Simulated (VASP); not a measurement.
# In3As (Pm-3m) in VASP: a series of runs, part 2 of 2

VASP 6.6.1.

## (4) Single point, PBE

This run uses another cell than the first one, of 23.45 Å³/atom, 1.177 times its volume.

File INCAR:

```
SYSTEM = In3As
  PREC = Accurate
  ENCUT = 520
  EDIFF = 1E-6
  ISMEAR = -1
  SIGMA = 0.05
  LREAL = .False.
  LASPH = .True.
  NELM = 80
  ALGO = Normal
  ISIF = 2
  LWAVE = .False.
  LCHARG = .False.
  GGA = PE
  NBANDS = 30
```

File KPOINTS:

```
regular mesh
0
Gamma
  6 6 6
  0 0 0
```

File POSCAR:

```
In3As
1.0
    4.5436659922      0.0000000000      0.0000000000
    0.0000000000      4.5436659922      0.0000000000
    0.0000000000      0.0000000000      4.5436659922
In As
3 1
Direct
    0.5000000000      0.5000000000      0.0000000000
    0.5000000000      0.0000000000      0.5000000000
    0.0000000000      0.5000000000      0.5000000000
    0.0000000000      0.0000000000      0.0000000000
```

Potentials or basis: VASP PAW PBE potentials, release 64 (In_d, As).

The run is started by

```
cat potpaw_PBE.64/In_d/POTCAR potpaw_PBE.64/As/POTCAR > POTCAR
mpirun -np 1 vasp_std > vasp.out
```

OUTCAR:

```text
SYSTEM = In3As
   PREC = Accurate
   ENCUT = 520
   EDIFF = 1E-6
   ISMEAR = -1
   LREAL = .False.
   LASPH = .True.
   NELM = 80
   ISIF = 2
   GGA = PE

 ion  position               nearest neighbor table
   1  0.500  0.500  0.000-   2 3.21   3 3.21   4 3.21   2 3.21   3 3.21   2 3.21   4 3.21   2 3.21
                             3 3.21   4 3.21   3 3.21   4 3.21
   2  0.500  0.000  0.500-   1 3.21   3 3.21   4 3.21   1 3.21   4 3.21   1 3.21   3 3.21   1 3.21
                             3 3.21   4 3.21   4 3.21   3 3.21
   3  0.000  0.500  0.500-   1 3.21   2 3.21   4 3.21   1 3.21   4 3.21   2 3.21   4 3.21   4 3.21
                             1 3.21   2 3.21   1 3.21   2 3.21
   4  0.000  0.000  0.000-   1 3.21   2 3.21   3 3.21   2 3.21   3 3.21   1 3.21   3 3.21   3 3.21
                             1 3.21   2 3.21   2 3.21   1 3.21

  LATTYP: Found a simple cubic cell.
 ALAT       =     4.5436659922

  Lattice vectors:

 A1 = (   4.5436659922,   0.0000000000,   0.0000000000)
 A2 = (   0.0000000000,   4.5436659922,   0.0000000000)
 A3 = (   0.0000000000,   0.0000000000,   4.5436659922)

Analysis of symmetry for initial positions (statically):
=====================================================================
 Subroutine PRICEL returns:
 Original cell was already a primitive cell.

 Routine SETGRP: Setting up the symmetry group for a
 simple cubic supercell.

 Subroutine GETGRP returns: Found 48 space group operations
 (whereof 48 operations were pure point group operations)
 out of a pool of 48 trial point group operations.

The static configuration has the point symmetry O_h .

Analysis of symmetry for dynamics (positions and initial velocities):
=====================================================================
 Subroutine PRICEL returns:
 Original cell was already a primitive cell.

 Routine SETGRP: Setting up the symmetry group for a
 simple cubic supercell.

 Subroutine GETGRP returns: Found 48 space group operations
 (whereof 48 operations were pure point group operations)
 out of a pool of 48 trial point group operations.

The dynamic configuration has the point symmetry O_h .

 Subroutine INISYM returns: Found 48 space group operations
 (whereof 48 operations are pure point group operations),
 and found     1 'primitive' translations

----------------------------------------------------------------------------------------

                                     Primitive cell

  volume of cell :      93.8035

  direct lattice vectors                    reciprocal lattice vectors
     4.543665992  0.000000000  0.000000000     0.220086600  0.000000000  0.000000000
     0.000000000  4.543665992  0.000000000     0.000000000  0.220086600  0.000000000
     0.000000000  0.000000000  4.543665992     0.000000000  0.000000000  0.220086600

  length of vectors
     4.543665992  4.543665992  4.543665992     0.220086600  0.220086600  0.220086600

  position of ions in fractional coordinates (direct lattice)
     0.500000000  0.500000000  0.000000000
     0.500000000  0.000000000  0.500000000
     0.000000000  0.500000000  0.500000000
     0.000000000  0.000000000  0.000000000

  ion indices of the primitive-cell ions
   primitive index   ion index
                 1           1
[... 25 lines left out ...]
 Subroutine IBZKPT returns following result:
 ===========================================

 Found     20 irreducible k-points:

 Following reciprocal coordinates:
            Coordinates               Weight
  0.000000  0.000000  0.000000      1.000000
  0.166667  0.000000  0.000000      6.000000
  0.333333  0.000000  0.000000      6.000000
  0.500000  0.000000  0.000000      3.000000
  0.166667  0.166667  0.000000     12.000000
  0.333333  0.166667  0.000000     24.000000
[... 12 lines left out ...]
  0.500000  0.500000  0.333333      6.000000
  0.500000  0.500000  0.500000      1.000000
   k-points           NKPTS =     20   k-points in BZ     NKDIM =     20   number of bands    NBANDS=     30
   number of dos      NEDOS =    301   number of ions     NIONS =      4
   total plane-waves  NPLWV =  46656
   dimension x,y,z NGX =    36 NGY =   36 NGZ =   36
   dimension x,y,z NGXF=    72 NGYF=   72 NGZF=   72
   ions per type =               3   1
   NGX,Y,Z   is equivalent  to a cutoff of  13.17, 13.17, 13.17 a.u.
   NGXF,Y,Z  is equivalent  to a cutoff of  26.34, 26.34, 26.34 a.u.
 SYSTEM =  In3As
   PREC   = accura    normal or accurate (medium, high low for compatibility)
   ISTART =      0    job   : 0-new  1-cont  2-samecut
   ICHARG =      2    charge: 1-file 2-atom 10-const
   ISPIN  =      1    spin polarized calculation?
   LNONCOLLINEAR =      F non collinear calculations
   LSORBIT =      F    spin-orbit coupling
   LASPH  =      T    aspherical Exc in radial PAW
   ENCUT  =  520.0 eV  38.22 Ry    6.18 a.u.   8.45  8.45  8.45*2*pi/ulx,y,z
   NELM   =     80;   NELMIN=  2; NELMDL= -5     # of ELM steps
   EDIFF  = 0.1E-05   stopping-criterion for ELM
   LREAL  =      F    real-space projection
   EDIFFG = 0.1E-04   stopping-criterion for IOM
   NSW    =      0    number of steps for IOM
   IBRION =     -1    ionic relax: 0-MD 1-quasi-New 2-CG
   NFREE  =      0    steps in history (QN), initial steepest desc. (CG)
   ISIF   =      2    stress and relaxation
   ISYM   =      2    0-nonsym 1-usesym 2-fastsym
   POTIM  = 0.5000    time-step for ionic-motion
   TEBEG  =    0.0;   TEEND  =   0.0 temperature during run
   PSTRESS=    0.0 pullay stress
   NELECT =      44.0000    total number of electrons
   NUPDOWN=      -1.0000    fix difference up-down
   EMIN   =  10.00;   EMAX   =-10.00  energy-range for DOS
   EFERMI =   0.00;   METHOD = LEGACY
   ISMEAR =    -1;   SIGMA  =   0.05  broadening in eV -4-tet -1-fermi 0-gaus
   EFERMI_NEDOS =   21; number of points for ismear=-14 and -15
   IALGO  =     38    algorithm
   IMIX   =      4    mixing-type and parameters
     AMIX     =   0.40;   BMIX     =  1.00
     AMIX_MAG =   1.60;   BMIX_MAG =  1.00
  volume/ion in A,a.u.               =      23.45       158.25
  Fermi-wavevector in a.u.,A,eV,Ry     =   1.271997  2.403725 22.013895  1.617976
  Thomas-Fermi vector in A             =   2.404899
   LORBIT       =      0    0 simple, 1 ext, 2 COOP (PROOUT), +10 PAW based schemes
   GGA     = PE    functional components
   LHFCALC =     F    Hartree Fock is set to
   AEXX    =    0.0000 exact exchange contribution
   IVDW    =     0    specifies the selected vdW correction
   LEPSILON=     F    determine dielectric tensor
   LRPA    =     F    only Hartree local field effects (RPA)
 non-spin polarized calculation
  energy-cutoff  :      520.00
  volume of cell :       93.80
 maximum number of plane-waves:      2560
 NGX is ok and might be reduce to    36
   NGX = 17   NGY = 17   NGZ = 17

 number of electron      44.0000029 magnetization

 Free energy of the ion-electron system (eV)
  ---------------------------------------------------
  ext. energy  EPLUGINS =         0.00000000
  ---------------------------------------------------
  free energy    TOTEN  =       -11.91786347 eV

  energy without entropy =      -11.89978205  energy(sigma->0) =      -11.90882276

 E-fermi :   7.5925     XC(G=0): -10.5353

 val. band max:        7.5597875507   @ k =   0.5000   0.0000   0.0000
 cond. band min:       7.6175503769   @ k =   0.3333   0.3333   0.3333
 fundamental gap:      0.0577628261
 Fermi energy:         7.5924540951

 k-point     1 :       0.0000    0.0000    0.0000
  band No.  band energies     occupation
      1      -7.2557      2.00000
      2      -7.2252      2.00000
      3      -7.2252      2.00000
      4      -7.2252      2.00000
      5      -7.0222      2.00000
      6      -7.0222      2.00000
[... 649 lines left out ...]
     29      17.3592      0.00000
     30      17.3592      0.00000

------------------------ aborting loop because EDIFF is reached ----------------------------------------

  FORCE on cell =-STRESS in cart. coord.  units (eV):
  Direction    XX          YY          ZZ          XY          YZ          ZX
  --------------------------------------------------------------------------------------
  -------------------------------------------------------------------------------------
  Total        2.9130948      2.9130948      2.9130948      0.0000000      0.0000000     -0.0000000
  in kB       49.7560630     49.7560630     49.7560630      0.0000000      0.0000000     -0.0000000
  external PRESSURE =      49.7560630 kB  Pullay stress =       0.0000000 kB

 VOLUME and BASIS-vectors are now :
 -----------------------------------------------------------------------------
  energy-cutoff  :      520.00
  volume of cell :       93.80
      direct lattice vectors                 reciprocal lattice vectors
     4.543665992  0.000000000  0.000000000     0.220086600  0.000000000  0.000000000
     0.000000000  4.543665992  0.000000000     0.000000000  0.220086600  0.000000000
     0.000000000  0.000000000  4.543665992     0.000000000  0.000000000  0.220086600

 POSITION                                       TOTAL-FORCE (eV/Angst)
 -----------------------------------------------------------------------------------
      2.27183      2.27183      0.00000         0.000000      0.000000      0.000000
      2.27183      0.00000      2.27183         0.000000      0.000000      0.000000
      0.00000      2.27183      2.27183         0.000000      0.000000      0.000000
      0.00000      0.00000      0.00000         0.000000      0.000000      0.000000
 -----------------------------------------------------------------------------------
    total drift:                                0.000000      0.000000      0.000000

  FREE ENERGIE OF THE ION-ELECTRON SYSTEM (eV)
  ---------------------------------------------------
  free  energy   TOTEN  =       -11.9178634707 eV

  energy  without entropy=      -11.8997820547  energy(sigma->0) =      -11.90882276
```

OSZICAR:

```text
N       E                     dE             d eps       ncg     rms          rms(c)
DAV:   1     0.396683673548E+03    0.39668E+03   -0.21400E+04  1200   0.197E+03
DAV:   2     0.263740078580E+02   -0.37031E+03   -0.36279E+03  1206   0.447E+02
DAV:   3    -0.105335518315E+02   -0.36908E+02   -0.35960E+02  1436   0.161E+02
DAV:   4    -0.120578567963E+02   -0.15243E+01   -0.15184E+01  1414   0.335E+01
DAV:   5    -0.121263757593E+02   -0.68519E-01   -0.68511E-01  1756   0.596E+00    0.495E+00
DAV:   6    -0.119330865780E+02    0.19329E+00   -0.58551E-01  1616   0.714E+00    0.280E+00
DAV:   7    -0.119218241889E+02    0.11262E-01   -0.78631E-02  1602   0.204E+00    0.894E-01
DAV:   8    -0.119182477665E+02    0.35764E-02   -0.59052E-03  1558   0.456E-01    0.218E-01
DAV:   9    -0.119178829248E+02    0.36484E-03   -0.16665E-03  1624   0.232E-01    0.106E-01
DAV:  10    -0.119178623840E+02    0.20541E-04   -0.17196E-04  1670   0.137E-01    0.409E-02
DAV:  11    -0.119178658245E+02   -0.34405E-05   -0.24363E-05  1478   0.271E-02    0.670E-03
DAV:  12    -0.119178634851E+02    0.23394E-05   -0.14335E-06   958   0.133E-02    0.422E-03
DAV:  13    -0.119178634707E+02    0.14426E-07   -0.25655E-07   840   0.371E-03
   1 F= -.11917863E+02 E0= -.11908823E+02  d E =-.180814E-01
```

stdout:

```text
POSCAR found type information on POSCAR InAs
 POSCAR found :  2 types and       4 ions
 scaLAPACK will be used
 LDA part: xc-table for (Slater+PW92), standard interpolation
 POSCAR, INCAR and KPOINTS ok, starting setup
 FFT: planning ... GRIDC
 FFT: planning ... GRID_SOFT
 FFT: planning ... GRID
 WAVECAR not read
 entering main loop
```

Wall time 67 s (1 thread of AMD EPYC 7R43 (Zen 3), shared host); peak memory 0.18 GiB.

What came out:

```
Free energy            : -11.9179 eV
Pressure               : 5.0 GPa
Band gap on the k mesh : zero (band 22 reaches 8.24 eV, above the bottom of band 23 at 3.86 eV)
```

Caveat: spin-orbit coupling is left out, which moves the levels of the heavy elements.

## (5) Single point, PBE

This run uses another cell than the first one, of 24.74 Å³/atom, 1.242 times its volume.

File INCAR:

```
PREC = Accurate ; ENCUT = 520
EDIFF = 1E-7 ; ISMEAR = -1
SIGMA = 0.05 ; LREAL = F
LASPH = T ; NELM = 100
ALGO = Normal ; ISIF = 2
LWAVE = F ; LCHARG = F
GGA = PE ; NBANDS = 30
```

File KPOINTS:

```
Automatic mesh
0
Gamma
  6 6 6
```

File POSCAR:

```
In3As
1.0
    4.6252303258      0.0000000000      0.0000000000
    0.0000000000      4.6252303258      0.0000000000
    0.0000000000      0.0000000000      4.6252303258
In As
3 1
Direct
    0.5000000000      0.5000000000      0.0000000000
    0.5000000000      0.0000000000      0.5000000000
    0.0000000000      0.5000000000      0.5000000000
    0.0000000000      0.0000000000      0.0000000000
```

The run is started by

```
cat potpaw_PBE.64/In_d/POTCAR potpaw_PBE.64/As/POTCAR > POTCAR
mpirun -np 1 vasp_std > vasp.out
```

It took 94 s on 1 thread of AMD EPYC 7R43 (Zen 3), shared host; peak memory 0.19 GiB.

Results (log left out):

```
Free energy            : -12.0289 eV
Pressure               : 2.0 GPa
Band gap on the k mesh : zero (band 22 reaches 7.51 eV, above the bottom of band 23 at 3.47 eV)
```

Levels at points of the mesh, in eV from the Fermi level:
```
           k point  band 20  band 21  band 22  band 23  band 24  band 25
(0.00, 0.00, 0.00)    -2.95    -1.81    -1.81     2.14     2.14     2.14
(0.50, 0.00, 0.00)    -1.63    -1.07    -0.06    -0.06     0.02     1.46
(0.50, 0.50, 0.00)    -0.78    -0.37     0.53     0.53     1.85     1.97
(0.50, 0.50, 0.50)    -4.08    -4.08    -4.08    -3.47     4.87     4.87
```

Caveat: spin-orbit coupling is left out, which moves the levels of the heavy elements.

## (6) Single point, PBE

This run uses another cell than the first one, of 25.87 Å³/atom, 1.299 times its volume.

File INCAR:

```
SYSTEM = In3As
  PREC = Accurate
  ENCUT = 520
  EDIFF = 1E-6
  ISMEAR = -1
  SIGMA = 0.05
  LREAL = .False.
  LASPH = .True.
  NELM = 100
  ALGO = Normal
  ISIF = 2
  LWAVE = .False.
  LCHARG = .True.
  GGA = PE
  LELF = .True.
  LVHAR = .True.
  NBANDS = 30
```

File KPOINTS:

```
regular mesh
0
Gamma
  6 6 6
  0 0 0
```

File POSCAR:

```
In3As
1.0
    4.6950034675      0.0000000000      0.0000000000
    0.0000000000      4.6950034675      0.0000000000
    0.0000000000      0.0000000000      4.6950034675
In As
3 1
Direct
    0.5000000000      0.5000000000      0.0000000000
    0.5000000000      0.0000000000      0.5000000000
    0.0000000000      0.5000000000      0.5000000000
    0.0000000000      0.0000000000      0.0000000000
```

Potentials or basis: VASP PAW PBE potentials, release 64 (In_d, As).

The run is started by

```
cat potpaw_PBE.64/In_d/POTCAR potpaw_PBE.64/As/POTCAR > POTCAR
mpirun -np 1 vasp_std > vasp.out
```

It took 75 s on 1 thread of AMD EPYC 7R43 (Zen 3), shared host; peak memory 0.19 GiB.

The run converged. Its results:

```
Free energy            : -12.0567 eV
Pressure               : 0.0 GPa
Band gap on the k mesh : zero (band 22 reaches 6.92 eV, above the bottom of band 23 at 3.17 eV)
```

Levels at points of the mesh, in eV from the Fermi level:
```tsv
k point	band 18	band 19	band 20	band 21	band 22	band 23	band 24	band 25	band 26	band 27
(0.00, 0.00, 0.00)	-2.77	-2.77	-2.77	-1.88	-1.88	2.09	2.09	2.09	4.56	4.56
(0.50, 0.00, 0.00)	-4.31	-1.52	-1.52	-1.22	0.02	0.02	0.05	1.53	4.64	4.67
(0.50, 0.50, 0.00)	-5.80	-5.72	-0.71	-0.33	0.45	0.45	1.75	1.99	1.99	2.13
(0.50, 0.50, 0.50)	-4.17	-4.17	-3.84	-3.84	-3.84	-3.27	4.67	4.67	4.67	8.68
```

Caveat: spin-orbit coupling is left out, which moves the levels of the heavy elements.

## (7) The runs side by side

| cell | gap on the mesh (eV) | pressure (GPa) |
| --- | --- | --- |
| a = 4.303 Å, 4 atoms | none | 19.9 |
| a = 4.439 Å, 4 atoms | none | 10.0 |
| a = 4.544 Å, 4 atoms | none | 5.0 |
| a = 4.625 Å, 4 atoms | none | 2.0 |
| a = 4.695 Å, 4 atoms | none | 0.0 |

Alike in all rows: task single point; level PBE; potentials or basis VASP PAW PBE potentials, release 64 (In_d, As); no spin polarisation; k mesh 6 × 6 × 6; cutoff (eV) 520; smearing fermi-dirac 0.05 eV.

Caveats: spin-orbit coupling is left out, which moves the levels of the heavy elements.

Total energies depend on the potentials used, so only differences within one code and one set of settings carry meaning.
